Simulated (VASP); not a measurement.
# LiH in VASP: a series of runs, part 3 of 3

VASP 6.6.1. Earlier steps stand in the parts before.

### Step 5. Relaxation of cell and atoms, PBE

File INCAR:

```
PREC     = Accurate       # precision mode
ENCUT    = 600            # plane-wave cutoff, eV
EDIFF    = 1E-7           # SCF threshold, eV
ISMEAR   = 0              # smearing method
SIGMA    = 0.02           # smearing width, eV
LREAL    = False          # projectors in reciprocal space
LASPH    = True           # aspherical terms in the spheres
NELM     = 80             # most SCF steps
ALGO     = Normal         # electronic algorithm
ISIF     = 3              # what is computed and relaxed
LWAVE    = False          # write WAVECAR
LCHARG   = False          # write CHGCAR
GGA      = PE             # functional
IBRION   = 2              # ionic algorithm
NSW      = 100            # ionic steps
EDIFFG   = -0.01          # ionic threshold
```

File KPOINTS:

```
Automatic mesh
0
Gamma
  12 12 12
```

File POSCAR:

```
LiH
1.0
    2.5107894493      0.0000000000      0.0000000000
    0.0000000000      2.5107894493      0.0000000000
    0.0000000000      0.0000000000      2.5107894493
Li H
1 1
Direct
    0.5000000000      0.5000000000      0.5000000000
    0.0000000000      0.0000000000      0.0000000000
```

Potentials or basis: VASP PAW PBE potentials, release 64 (Li_sv, H).

Command:

```
> cat potpaw_PBE.64/Li_sv/POTCAR potpaw_PBE.64/H/POTCAR > POTCAR
> mpirun -np 1 vasp_std > vasp.out
```

OUTCAR:

```text
PREC = Accurate
   ENCUT = 600
   EDIFF = 1E-7
   ISMEAR = 0
   LREAL = False
   LASPH = True
   NELM = 80
   ISIF = 3
   GGA = PE
   IBRION = 2
   NSW = 100
   EDIFFG = -0.01

 ion  position               nearest neighbor table
   1  0.500  0.500  0.500-
   2  0.000  0.000  0.000-

  LATTYP: Found a simple cubic cell.
 ALAT       =     2.5107894493

  Lattice vectors:

 A1 = (   2.5107894493,   0.0000000000,   0.0000000000)
 A2 = (   0.0000000000,   2.5107894493,   0.0000000000)
 A3 = (   0.0000000000,   0.0000000000,   2.5107894493)

Analysis of symmetry for initial positions (statically):
=====================================================================
 Subroutine PRICEL returns:
 Original cell was already a primitive cell.

 Routine SETGRP: Setting up the symmetry group for a
 simple cubic supercell.

 Subroutine GETGRP returns: Found 48 space group operations
 (whereof 48 operations were pure point group operations)
 out of a pool of 48 trial point group operations.

The static configuration has the point symmetry O_h .

Analysis of symmetry for dynamics (positions and initial velocities):
=====================================================================
 Subroutine PRICEL returns:
 Original cell was already a primitive cell.

 Routine SETGRP: Setting up the symmetry group for a
 simple cubic supercell.

 Subroutine GETGRP returns: Found 48 space group operations
 (whereof 48 operations were pure point group operations)
 out of a pool of 48 trial point group operations.

The dynamic configuration has the point symmetry O_h .

 Subroutine INISYM returns: Found 48 space group operations
 (whereof 48 operations are pure point group operations),
 and found     1 'primitive' translations

----------------------------------------------------------------------------------------

                                     Primitive cell

  volume of cell :      15.8282

  direct lattice vectors                    reciprocal lattice vectors
     2.510789449  0.000000000  0.000000000     0.398281106  0.000000000  0.000000000
     0.000000000  2.510789449  0.000000000     0.000000000  0.398281106  0.000000000
     0.000000000  0.000000000  2.510789449     0.000000000  0.000000000  0.398281106

  length of vectors
     2.510789449  2.510789449  2.510789449     0.398281106  0.398281106  0.398281106

  position of ions in fractional coordinates (direct lattice)
     0.500000000  0.500000000  0.500000000
     0.000000000  0.000000000  0.000000000

  ion indices of the primitive-cell ions
   primitive index   ion index
                 1           1
                 2           2

----------------------------------------------------------------------------------------

 KPOINTS: Automatic mesh

Automatic generation of k-mesh.
 Grid dimensions read from file:
 generate k-points for:   12   12   12

 Generating k-lattice:

  Cartesian coordinates                     Fractional coordinates (reciprocal lattice)
     0.033190092  0.000000000  0.000000000     0.083333333  0.000000000  0.000000000
     0.000000000  0.033190092  0.000000000     0.000000000  0.083333333  0.000000000
     0.000000000  0.000000000  0.033190092     0.000000000  0.000000000  0.083333333

  Length of vectors
     0.033190092  0.033190092  0.033190092

  Shift w.r.t. Gamma in fractional coordinates (k-lattice)
     0.000000000  0.000000000  0.000000000

 Subroutine IBZKPT returns following result:
 ===========================================

 Found     84 irreducible k-points:

 Following reciprocal coordinates:
            Coordinates               Weight
  0.000000  0.000000  0.000000      1.000000
  0.083333  0.000000  0.000000      6.000000
  0.166667  0.000000  0.000000      6.000000
  0.250000  0.000000  0.000000      6.000000
  0.333333  0.000000  0.000000      6.000000
  0.416667  0.000000  0.000000      6.000000
[... 16 lines left out ...]
  0.333333  0.333333  0.000000     12.000000
  0.416667  0.333333  0.000000     24.000000
 [... further k-points ...]
   k-points           NKPTS =     84   k-points in BZ     NKDIM =     84   number of bands    NBANDS=      6
   number of dos      NEDOS =    301   number of ions     NIONS =      2
   total plane-waves  NPLWV =   8000
   dimension x,y,z NGX =    20 NGY =   20 NGZ =   20
   dimension x,y,z NGXF=    40 NGYF=   40 NGZF=   40
   ions per type =               1   1
   NGX,Y,Z   is equivalent  to a cutoff of  13.24, 13.24, 13.24 a.u.
   NGXF,Y,Z  is equivalent  to a cutoff of  26.49, 26.49, 26.49 a.u.
 SYSTEM =  unknown system
   PREC   = accura    normal or accurate (medium, high low for compatibility)
   ISTART =      0    job   : 0-new  1-cont  2-samecut
   ICHARG =      2    charge: 1-file 2-atom 10-const
   ISPIN  =      1    spin polarized calculation?
   LNONCOLLINEAR =      F non collinear calculations
   LSORBIT =      F    spin-orbit coupling
   LASPH  =      T    aspherical Exc in radial PAW
   ENCUT  =  600.0 eV  44.10 Ry    6.64 a.u.   5.01  5.01  5.01*2*pi/ulx,y,z
   NELM   =     80;   NELMIN=  2; NELMDL= -5     # of ELM steps
   EDIFF  = 0.1E-06   stopping-criterion for ELM
   LREAL  =      F    real-space projection
   EDIFFG = -.1E-01   stopping-criterion for IOM
   NSW    =    100    number of steps for IOM
   IBRION =      2    ionic relax: 0-MD 1-quasi-New 2-CG
   NFREE  =      1    steps in history (QN), initial steepest desc. (CG)
   ISIF   =      3    stress and relaxation
   ISYM   =      2    0-nonsym 1-usesym 2-fastsym
   POTIM  = 0.5000    time-step for ionic-motion
   TEBEG  =    0.0;   TEEND  =   0.0 temperature during run
   PSTRESS=    0.0 pullay stress
   NELECT =       4.0000    total number of electrons
   NUPDOWN=      -1.0000    fix difference up-down
   EMIN   =  10.00;   EMAX   =-10.00  energy-range for DOS
   EFERMI =   0.00;   METHOD = LEGACY
   ISMEAR =     0;   SIGMA  =   0.02  broadening in eV -4-tet -1-fermi 0-gaus
   EFERMI_NEDOS =   21; number of points for ismear=-14 and -15
   IALGO  =     38    algorithm
   IMIX   =      4    mixing-type and parameters
     AMIX     =   0.40;   BMIX     =  1.00
     AMIX_MAG =   1.60;   BMIX_MAG =  1.00
  volume/ion in A,a.u.               =       7.91        53.41
  Fermi-wavevector in a.u.,A,eV,Ry     =   1.035026  1.955915 14.575629  1.071279
  Thomas-Fermi vector in A             =   2.169349
   LORBIT       =      0    0 simple, 1 ext, 2 COOP (PROOUT), +10 PAW based schemes
   GGA     = PE    functional components
   LHFCALC =     F    Hartree Fock is set to
   AEXX    =    0.0000 exact exchange contribution
   IVDW    =     0    specifies the selected vdW correction
   LEPSILON=     F    determine dielectric tensor
   LRPA    =     F    only Hartree local field effects (RPA)
 conjugate gradient relaxation of ions
 non-spin polarized calculation
 Gauss-broadening in eV      SIGMA  =   0.02
  energy-cutoff  :      600.00
  volume of cell :       15.83
 maximum number of plane-waves:       552
   NGX = 11   NGY = 11   NGZ = 11

--------------------------------------- Ionic step        1  -------------------------------------------

 number of electron       4.0000012 magnetization

 Free energy of the ion-electron system (eV)
  ---------------------------------------------------
  ext. energy  EPLUGINS =         0.00000000
  ---------------------------------------------------
  free energy    TOTEN  =        -5.65990801 eV

  energy without entropy =       -5.65990801  energy(sigma->0) =       -5.65990801

------------------------ aborting loop because EDIFF is reached ----------------------------------------

  FORCE on cell =-STRESS in cart. coord.  units (eV):
  Direction    XX          YY          ZZ          XY          YZ          ZX
  --------------------------------------------------------------------------------------
  -------------------------------------------------------------------------------------
  Total       -0.0345193     -0.0345193     -0.0345193     -0.0000000     -0.0000000      0.0000000
  in kB       -3.4941511     -3.4941511     -3.4941511     -0.0000000     -0.0000000      0.0000000
  external PRESSURE =      -3.4941511 kB  Pullay stress =       0.0000000 kB
[... 59 lines left out ...]
--------------------------------------- Ionic step        3  -------------------------------------------

 number of electron       4.0000011 magnetization

 Free energy of the ion-electron system (eV)
  ---------------------------------------------------
  ext. energy  EPLUGINS =         0.00000000
  ---------------------------------------------------
  free energy    TOTEN  =        -5.66007730 eV

  energy without entropy =       -5.66007730  energy(sigma->0) =       -5.66007730

 E-fermi :   3.8374     XC(G=0):  -8.6562

 val. band max:        3.5391844480   @ k =   0.5000   0.5000   0.5000
 cond. band min:       4.2699788026   @ k =   0.5000   0.0000   0.0000
 fundamental gap:      0.7307943547
 Fermi energy:         3.8374080417

 k-point     1 :       0.0000    0.0000    0.0000
  band No.  band energies     occupation
      1     -44.5746      2.00000
      2      -5.2874      2.00000
      3      15.4988      0.00000
      4      15.4988      0.00000
      5      15.4988      0.00000
      6      16.0838      0.00000
[... 199 lines left out ...]
 k-point    24 :       0.4167    0.3333    0.0000
  band No.  band energies     occupation
      1     -44.4891      2.00000
      2      -1.1223      2.00000
      3       5.4047      0.00000
      4       7.7923      0.00000
      5      13.9753      0.00000
      6      21.2565      0.00000

 [... further k-points ...]
[... 5 lines left out ...]
  --------------------------------------------------------------------------------------
  -------------------------------------------------------------------------------------
  Total       -0.0009712     -0.0009712     -0.0009712      0.0000000      0.0000000     -0.0000000
  in kB       -0.0992717     -0.0992717     -0.0992717      0.0000000      0.0000000     -0.0000000
  external PRESSURE =      -0.0992717 kB  Pullay stress =       0.0000000 kB
[... 17 lines left out ...]
  FREE ENERGIE OF THE ION-ELECTRON SYSTEM (eV)
  ---------------------------------------------------
  free  energy   TOTEN  =        -5.6600773018 eV

  energy  without entropy=       -5.6600773018  energy(sigma->0) =       -5.66007730

 reached required accuracy - stopping structural energy minimisation
```

Wall time 5.3 s (1 thread of Intel Xeon 6975P-C (Granite Rapids), shared host); peak memory 0.12 GiB.

Results:

* Free energy: -5.6601 eV
* Relaxed volume: 7.84 Å³/atom
* Relaxed cell: a = 2.503 Å, b = 2.503 Å, c = 2.503 Å, α = 90.00°, β = 90.00°, γ = 90.00°
* Space group after relaxing (to 0.05 Å): Pm-3m (No. 221)
* Energy gained by relaxing: 0.1 meV/atom
* Ionic steps: 3
* Pressure after relaxing: 0.0 GPa
* Band gap on the k mesh: 0.73 eV, indirect (least direct gap 4.21 eV)

Step by step:
```tsv
step	energy change (eV)	largest force (eV/Å)	pressure (GPa)	volume (Å³)
1	0.0000	0.0000	-0.35	15.83
2	-0.0001	0.0000	-0.26	15.79
3	-0.0002	0.0000	-0.01	15.68
```

Final structure:
```xyz
2
Lattice="2.5027 0.0000 0.0000 0.0000 2.5027 0.0000 0.0000 0.0000 2.5027" Properties=species:S:1:pos:R:3 pbc="T T T"
Li    1.2513    1.2513    1.2513
H     0.0000    0.0000    0.0000
```

Levels at points of the mesh, in eV from the valence-band top:
| k point | band 1 | band 2 | band 3 | band 4 | band 5 | band 6 |
| --- | --- | --- | --- | --- | --- | --- |
| (0.00, 0.00, 0.00) | -48.11 | -8.83 | 11.96 | 11.96 | 11.96 | 12.54 |
| (0.50, 0.00, 0.00) | -48.06 | -6.59 | 0.73 | 11.42 | 16.25 | 16.25 |
| (0.50, 0.50, 0.00) | -48.01 | -2.67 | 1.54 | 1.54 | 9.11 | 19.46 |
| (0.50, 0.50, 0.50) | -47.97 | 0.00 | 6.42 | 6.42 | 6.42 | 8.77 |

Caveat: the cutoff is under 1.25 times the usual one of these potentials, so pressure, stress and relaxed cells hold a basis-set (Pulay) error. PBE gaps usually lie below the measured ones, often by a third to a half.

### Step 6. Overview

```tsv
task	cell	k mesh	cutoff (eV)	smearing	gap on the mesh (eV)
single point	a = 2.509, b = 2.509, c = 2.515 Å, 2 atoms	8 × 8 × 6	520	gaussian 0.1 eV	0.71
single point	a = 2.507 Å, 2 atoms	12 × 12 × 12	520	gaussian 0.02 eV	0.73
single point	a = 2.507, b = 2.507, c = 5.014 Å, 4 atoms	6 × 6 × 4	520	gaussian 0.1 eV	0.72
relaxation of cell and atoms	relaxed from a = 2.511 Å, 2 atoms	12 × 12 × 12	600	gaussian 0.02 eV	0.73
```

Alike in all rows: level PBE; potentials or basis VASP PAW PBE potentials, release 64 (Li_sv, H); no spin polarisation.

Caveats: the cutoff is under 1.25 times the usual one of these potentials, so pressure, stress and relaxed cells hold a basis-set (Pulay) error.

Absolute energies hang on the potentials; compare differences alone.
